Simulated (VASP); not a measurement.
# BaS (Fm-3m) in VASP: G0W0 quasiparticle levels with PBE

Aim: the G0W0 quasiparticle levels of BaS with PBE.

Everything below comes from runs of VASP 6.6.1. Logs are shortened: lines on timing, memory, paths and dates and some standing lists are left out, and cuts for length are marked.

**1. The cell of the first run**

It takes space group Fm-3m (No. 225, cubic). The conventional cell has a = 6.388 Å, b = 6.388 Å, c = 6.388 Å, α = 90.00°, β = 90.00°, γ = 90.00°. Ba (site symmetry m-3m) has 6 S at 3.19 Å within 4.2 Å. S (site symmetry m-3m) has 6 Ba at 3.19 Å within 4.2 Å.

**2. G0W0 quasiparticle levels, PBE**

Input file POSCAR:

```
BaS
1.0
    0.0000000000      3.1937500000      3.1937500000
    3.1937500000      0.0000000000      3.1937500000
    3.1937500000      3.1937500000      0.0000000000
Ba S
1 1
Direct
    0.0000000000      0.0000000000      0.0000000000
    0.5000000000      0.5000000000      0.5000000000
```

Input file INCAR.step1:

```
SYSTEM = BaS
  ALGO = Normal
  EDIFF = 1E-8
  ENCUT = 500
  GGA = PE
  ISMEAR = 0
  LASPH = .TRUE.
  LCHARG = .FALSE.
  LREAL = .FALSE.
  LWAVE = .TRUE.
  NELM = 60
  PREC = Accurate
  SIGMA = 0.01
```

Input file INCAR.step2:

```
SYSTEM = BaS
  ALGO = Exact
  EDIFF = 1E-8
  ENCUT = 500
  GGA = PE
  ISMEAR = 0
  ISTART = 1
  LASPH = .TRUE.
  LCHARG = .FALSE.
  LOPTICS = .TRUE.
  LREAL = .FALSE.
  LWAVE = .TRUE.
  NBANDS = 415
  NELM = 1
  PREC = Accurate
  SIGMA = 0.01
```

Input file INCAR.step3:

```
SYSTEM = BaS
  ALGO = EVGW0
  EDIFF = 1E-8
  ENCUT = 500
  ENCUTGW = 200
  GGA = PE
  ISMEAR = 0
  ISTART = 1
  LASPH = .TRUE.
  LCHARG = .FALSE.
  LREAL = .FALSE.
  LWAVE = .FALSE.
  NBANDS = 415
  NBANDSGW = 16
  NELMGW = 1
  NOMEGA = 48
  PREC = Accurate
  PRECFOCK = Fast
  SIGMA = 0.01
```

Input file KPOINTS:

```
k-points
0
G
  3 3 3
  0 0 0
```

Potentials or basis: VASP PAW PBE potentials, release 64 (Ba_sv_GW, S_GW).

The run is started by

```console
cat potpaw_PBE.64/Ba_sv_GW/POTCAR potpaw_PBE.64/S_GW/POTCAR > POTCAR
cp INCAR.step1 INCAR
mpirun -np 1 vasp_std > vasp.out
cp INCAR.step2 INCAR
mpirun -np 1 vasp_std > vasp.out
cp INCAR.step3 INCAR
mpirun -np 1 vasp_std > vasp.out
```

OUTCAR:

```text
SYSTEM = BaS
   EDIFF = 1E-8
   ENCUT = 500
   ENCUTGW = 200
   GGA = PE
   ISMEAR = 0
   ISTART = 1
   LASPH = .TRUE.
   LREAL = .FALSE.
   NELMGW = 1
   PREC = Accurate
   PRECFOCK = Fast

 ion  position               nearest neighbor table
   1  0.000  0.000  0.000-
   2  0.500  0.500  0.500-

  LATTYP: Found a face centered cubic cell.
 ALAT       =     6.3875000000

  Lattice vectors:

 A1 = (   0.0000000000,   3.1937500000,   3.1937500000)
 A2 = (   3.1937500000,   0.0000000000,   3.1937500000)
 A3 = (   3.1937500000,   3.1937500000,   0.0000000000)

Analysis of symmetry for initial positions (statically):
=====================================================================
 Subroutine PRICEL returns:
 Original cell was already a primitive cell.

 Routine SETGRP: Setting up the symmetry group for a
 face centered cubic supercell.

 Subroutine GETGRP returns: Found 48 space group operations
 (whereof 48 operations were pure point group operations)
 out of a pool of 48 trial point group operations.

The static configuration has the point symmetry O_h .

Analysis of symmetry for dynamics (positions and initial velocities):
=====================================================================
 Subroutine PRICEL returns:
 Original cell was already a primitive cell.

 Routine SETGRP: Setting up the symmetry group for a
 face centered cubic supercell.

 Subroutine GETGRP returns: Found 48 space group operations
 (whereof 48 operations were pure point group operations)
 out of a pool of 48 trial point group operations.

The dynamic configuration has the point symmetry O_h .

 Subroutine INISYM returns: Found 48 space group operations
 (whereof 48 operations are pure point group operations),
 and found     1 'primitive' translations

----------------------------------------------------------------------------------------

                                     Primitive cell

  volume of cell :      65.1527

  direct lattice vectors                    reciprocal lattice vectors
     0.000000000  3.193750000  3.193750000    -0.156555773  0.156555773  0.156555773
     3.193750000  0.000000000  3.193750000     0.156555773 -0.156555773  0.156555773
     3.193750000  3.193750000  0.000000000     0.156555773  0.156555773 -0.156555773

  length of vectors
     4.516644565  4.516644565  4.516644565     0.271162553  0.271162553  0.271162553

  position of ions in fractional coordinates (direct lattice)
[... 8 lines left out ...]
----------------------------------------------------------------------------------------

 KPOINTS: k-points

Automatic generation of k-mesh.
 Grid dimensions read from file:
 generate k-points for:    3    3    3

 Generating k-lattice:

  Cartesian coordinates                     Fractional coordinates (reciprocal lattice)
    -0.052185258  0.052185258  0.052185258     0.333333333  0.000000000  0.000000000
     0.052185258 -0.052185258  0.052185258     0.000000000  0.333333333  0.000000000
     0.052185258  0.052185258 -0.052185258     0.000000000  0.000000000  0.333333333

  Length of vectors
     0.090387518  0.090387518  0.090387518

  Shift w.r.t. Gamma in fractional coordinates (k-lattice)
     0.000000000  0.000000000  0.000000000

 Subroutine IBZKPT returns following result:
 ===========================================

 Found      4 irreducible k-points:

 Following reciprocal coordinates:
            Coordinates               Weight
  0.000000  0.000000  0.000000      1.000000
  0.333333  0.000000  0.000000      8.000000
  0.333333  0.333333  0.000000      6.000000
 -0.333333  0.333333  0.000000     12.000000
   k-points           NKPTS =      4   k-points in BZ     NKDIM =     27   number of bands    NBANDS=    415
   number of dos      NEDOS =    301   number of ions     NIONS =      2
   total plane-waves  NPLWV =  46656
   dimension x,y,z NGX =    36 NGY =   36 NGZ =   36
   dimension x,y,z NGXF=    72 NGYF=   72 NGZF=   72
   ions per type =               1   1
   NGX,Y,Z   is equivalent  to a cutoff of  13.25, 13.25, 13.25 a.u.
   NGXF,Y,Z  is equivalent  to a cutoff of  26.50, 26.50, 26.50 a.u.
 SYSTEM =  BaS
   PREC   = accura    normal or accurate (medium, high low for compatibility)
   ISTART =      1    job   : 0-new  1-cont  2-samecut
   ICHARG =      0    charge: 1-file 2-atom 10-const
   ISPIN  =      1    spin polarized calculation?
   LNONCOLLINEAR =      F non collinear calculations
   LSORBIT =      F    spin-orbit coupling
   LASPH  =      T    aspherical Exc in radial PAW
   ENCUT  =  500.0 eV  36.75 Ry    6.06 a.u.   8.23  8.23  8.23*2*pi/ulx,y,z
   NELM   =     60;   NELMIN=  2; NELMDL=  0     # of ELM steps
   EDIFF  = 0.1E-07   stopping-criterion for ELM
   LREAL  =      F    real-space projection
   EDIFFG = 0.1E-06   stopping-criterion for IOM
   NSW    =      0    number of steps for IOM
   IBRION =     -1    ionic relax: 0-MD 1-quasi-New 2-CG
   NFREE  =      0    steps in history (QN), initial steepest desc. (CG)
   ISIF   =      0    stress and relaxation
   ISYM   =      3    0-nonsym 1-usesym 2-fastsym
   POTIM  = 0.5000    time-step for ionic-motion
   TEBEG  =    0.0;   TEEND  =   0.0 temperature during run
   PSTRESS=    0.0 pullay stress
   NELECT =      16.0000    total number of electrons
   NUPDOWN=      -1.0000    fix difference up-down
   EMIN   =  10.00;   EMAX   =-10.00  energy-range for DOS
   EFERMI =   0.00;   METHOD = LEGACY
   ISMEAR =     0;   SIGMA  =   0.01  broadening in eV -4-tet -1-fermi 0-gaus
   EFERMI_NEDOS =   21; number of points for ismear=-14 and -15
   IALGO  =     38    algorithm
   IMIX   =      4    mixing-type and parameters
     AMIX     =   0.40;   BMIX     =  1.00
     AMIX_MAG =   1.60;   BMIX_MAG =  1.00
  volume/ion in A,a.u.               =      32.58       219.84
  Fermi-wavevector in a.u.,A,eV,Ry     =   1.025189  1.937326 14.299891  1.051012
  Thomas-Fermi vector in A             =   2.159016
   LORBIT       =      0    0 simple, 1 ext, 2 COOP (PROOUT), +10 PAW based schemes
   GGA     = PE    functional components
   LHFCALC =     T    Hartree Fock is set to
   PRECFOCK=fast      Normal, Fast or Accurate (Low or Medium for compatibility)
   ENCUT4O =  -1.0   cutoff for four orbital integrals eV
   NKREDX  =     1    reduce k-point grid by
   NKREDY  =     1    reduce k-point grid by
   NKREDZ  =     1    reduce k-point grid by
   AEXX    =    1.0000 exact exchange contribution
   HFSCREEN=    0.0000 screening length (either q_TF or 0.3 A-1)
   HFSCREENC=   0.0000 screening length for correlation (either q_TF or 0.3 A-1)
   ENCUTFOCK=  -1.0 apply spherical cutoff to Coloumb kernel
   IVDW    =     0    specifies the selected vdW correction
   LEPSILON=     F    determine dielectric tensor
   LRPA    =     F    only Hartree local field effects (RPA)
   LRPAFORCE           =     F    calculate RPA forces
   ENCUTGW             = 200.0    cutoff for response function in eV
   ENCUTGWSOFT         = 160.0    soft cutoff for Coulomb kernel in GW response function in eV
   ENCUTLF             =  -1.0    cutoff for local field effects
   NELMGW              =     1    number of iterations in solving QP/BSE equation
   NELMHF              =     1    number of iterations in the inner HF iteration
   NKREDLFX            =     1    NKREDLFY  =   1   NKREDLFZ  =   1
 non-spin polarized calculation
 Gauss-broadening in eV      SIGMA  =   0.01
  energy-cutoff  :      500.00
  volume of cell :       65.15
 maximum number of plane-waves:      1668
 NGX is ok and might be reduce to    36
  NGX = 18; NGY = 18; NGZ = 18
   NGX = 17   NGY = 17   NGZ = 17
 maximum number of plane-waves:       432

 QP shifts <psi_nk| G(iteration)W_0 |psi_nk>: iteration 1
 for sc-GW calculations column KS-energies equals QP-energies in previous step
 and V_xc(KS)=  KS-energies - (<T + V_ion + V_H > + <T+V_H+V_ion>^1  + <V_x>^1)

 k-point   1 :       0.0000    0.0000    0.0000
  band No.  KS-energies  QP-energies   sigma(KS)   V_xc(KS)     V^pw_x(r,r')   Z            occupation Imag(sigma)

      1     -22.9325     -23.8818     -16.6895     -15.1505     -24.3954       0.6168       2.0000       1.1876
      2      -7.9925      -9.6771     -16.1604     -13.9407     -19.0456       0.7589       2.0000       0.2304
      3      -7.9925      -9.6771     -16.1604     -13.9407     -19.0456       0.7589       2.0000       0.2304
      4      -7.9925      -9.6771     -16.1604     -13.9407     -19.0456       0.7589       2.0000       0.2304
      5      -7.2448      -8.1943     -14.7590     -13.3456     -21.0267       0.6718       2.0000       1.1339
      6       3.0417       1.9693     -14.0700     -12.6311     -15.7688       0.7453       2.0000       0.1195
      7       3.0417       1.9693     -14.0700     -12.6311     -15.7688       0.7453       2.0000       0.1195
      8       3.0417       1.9693     -14.0700     -12.6311     -15.7688       0.7453       2.0000       0.1195
      9       6.7179       6.8979      -7.7620      -7.9901      -3.8787       0.7891       0.0000      -0.1273
     10       6.9862       7.4024      -8.3096      -8.8399      -4.2664       0.7849       0.0000      -0.1355
     11       6.9862       7.4024      -8.3096      -8.8399      -4.2664       0.7849       0.0000      -0.1355
     12       6.9862       7.4024      -8.3096      -8.8399      -4.2664       0.7849       0.0000      -0.1355
     13       7.9088       8.4576      -9.4513     -10.1516      -5.4143       0.7837       0.0000      -0.1256
     14       7.9088       8.4576      -9.4513     -10.1516      -5.4143       0.7837       0.0000      -0.1256
     15      10.4912      11.8309      -6.9921      -8.7356      -1.7984       0.7684       0.0000      -0.2651
     16      13.0048      17.2632      -8.9889     -14.8212      -2.1991       0.7301       0.0000      -0.2302

 k-point   2 :       0.3333    0.0000    0.0000
  band No.  KS-energies  QP-energies   sigma(KS)   V_xc(KS)     V^pw_x(r,r')   Z            occupation Imag(sigma)

      1     -22.8989     -23.8430     -16.7082     -15.1867     -24.4098       0.6205       2.0000       1.1687
      2      -8.9523     -10.2976     -15.1153     -13.1605     -19.5504       0.6882       2.0000       0.5746
      3      -8.0212      -9.7039     -16.1192     -13.9037     -18.9942       0.7595       2.0000       0.2248
      4      -8.0212      -9.7039     -16.1192     -13.9037     -18.9942       0.7595       2.0000       0.2248
      5      -6.2165      -7.3526     -15.7961     -14.2018     -20.5258       0.7126       2.0000       0.7367
      6       1.5379       0.3941     -12.4773     -10.9245     -14.4107       0.7366       2.0000       0.1505
      7       2.2304       1.1308     -13.4116     -11.9234     -15.2567       0.7390       2.0000       0.1328
      8       2.2304       1.1308     -13.4116     -11.9234     -15.2567       0.7390       2.0000       0.1328
      9       7.4884       7.8496      -8.1225      -8.5857      -4.0528       0.7799       0.0000      -0.1440
     10       8.4163       8.9556      -8.7271      -9.4273      -4.3217       0.7703       0.0000      -0.1631
     11       8.4163       8.9556      -8.7271      -9.4273      -4.3217       0.7703       0.0000      -0.1631
     12       9.1387       9.3945      -9.0267      -9.3609      -4.7974       0.7655       0.0000      -0.1708
     13      10.2907      11.0984     -10.2040     -11.2639      -5.5903       0.7620       0.0000      -0.1683
     14      10.2907      11.0984     -10.2040     -11.2639      -5.5903       0.7620       0.0000      -0.1683
     15      12.0765      14.8001      -8.9280     -12.5769      -2.9732       0.7464       0.0000      -0.2335
     16      12.0765      14.8001      -8.9280     -12.5769      -2.9732       0.7464       0.0000      -0.2335

 k-point   3 :       0.3333    0.3333    0.0000
  band No.  KS-energies  QP-energies   sigma(KS)   V_xc(KS)     V^pw_x(r,r')   Z            occupation Imag(sigma)

      1     -22.8887     -23.8360     -16.7181     -15.1975     -24.4146       0.6230       2.0000       1.1717
      2      -8.6153     -10.1176     -15.3991     -13.3174     -19.2622       0.7217       2.0000       0.4673
      3      -8.1371      -9.8183     -16.0185     -13.7824     -18.9668       0.7519       2.0000       0.2541
      4      -8.1371      -9.8183     -16.0185     -13.7824     -18.9668       0.7519       2.0000       0.2541
      5      -6.7772      -7.8457     -15.3297     -13.7954     -20.7144       0.6965       2.0000       0.9048
      6       1.9862       0.8381     -13.2392     -11.6821     -15.1717       0.7374       2.0000       0.1395
      7       2.9001       1.8049     -13.9476     -12.4811     -15.6619       0.7468       2.0000       0.1201
      8       2.9001       1.8049     -13.9476     -12.4811     -15.6619       0.7468       2.0000       0.1201
      9       5.5375       5.7914      -7.6746      -7.9953      -3.9438       0.7917       0.0000      -0.1242
     10       8.3280       8.7145      -8.5620      -9.0571      -4.3656       0.7806       0.0000      -0.1437
     11       8.6837       9.3202      -9.7539     -10.5746      -5.5279       0.7757       0.0000      -0.1356
     12       9.7496      10.4386      -9.3081     -10.2186      -4.5413       0.7567       0.0000      -0.2037
     13       9.7496      10.4386      -9.3081     -10.2186      -4.5413       0.7567       0.0000      -0.2037
     14      11.6520      12.9030      -9.8105     -11.4874      -4.5142       0.7460       0.0000      -0.2708
     15      12.3146      15.1401      -8.9232     -12.7205      -2.9178       0.7441       0.0000      -0.2394
     16      12.3146      15.1401      -8.9232     -12.7205      -2.9178       0.7441       0.0000      -0.2394

 k-point   4 :      -0.3333    0.3333    0.0000
  band No.  KS-energies  QP-energies   sigma(KS)   V_xc(KS)     V^pw_x(r,r')   Z            occupation Imag(sigma)

      1     -22.8774     -23.8281     -16.7242     -15.2099     -24.4196       0.6278       2.0000       1.1657
      2      -8.7710     -10.1809     -15.2725     -13.2689     -19.4670       0.7037       2.0000       0.5288
      3      -8.3413     -10.0410     -15.7983     -13.5386     -18.8394       0.7522       2.0000       0.2910
      4      -8.0953      -9.7774     -16.0476     -13.8216     -18.9585       0.7557       2.0000       0.2396
      5      -6.4601      -7.5679     -15.6087     -14.0386     -20.6058       0.7056       2.0000       0.8035
      6       1.8364       0.6977     -12.9045     -11.3613     -14.8098       0.7379       2.0000       0.1423
      7       2.2895       1.1797     -13.5586     -12.0610     -15.4147       0.7410       2.0000       0.1323
      8       2.5740       1.4433     -13.5477     -12.0333     -15.2923       0.7466       2.0000       0.1218
      9       7.1005       7.4524      -8.3594      -8.8107      -4.3550       0.7801       0.0000      -0.1381
     10       8.4010       8.8653      -8.7902      -9.3952      -4.4758       0.7675       0.0000      -0.1654
     11       9.2897       9.9514      -8.8369      -9.6996      -4.1749       0.7670       0.0000      -0.1887
     12       9.4576      10.0989      -9.5781     -10.4093      -5.1077       0.7716       0.0000      -0.1561
     13      11.0611      12.0287     -10.5920     -11.8728      -5.7201       0.7555       0.0000      -0.1863
     14      11.4024      12.3749      -9.1448     -10.4234      -4.2360       0.7606       0.0000      -0.2201
     15      12.2830      14.6272      -9.1029     -12.2501      -3.2821       0.7449       0.0000      -0.2599
     16      12.4515      15.6512      -9.0845     -13.4194      -2.8344       0.7381       0.0000      -0.2377
```

It took 8.7 min on 1 thread of Intel Xeon 8259CL, shared host; peak memory 0.75 GiB.

Results:

- Band gap on the k mesh, mean-field level: 2.50 eV, indirect (least direct gap 2.64 eV)
- Quasiparticle gap: 3.82 eV
- Least direct quasiparticle gap: 3.99 eV

Caveat: the k points lie up to 0.57 Å⁻¹ apart; bands, screening cutoff and mesh are small and nothing is extrapolated, so the quasiparticle values aren't converged; spin-orbit coupling is left out, which moves the levels of the heavy elements.
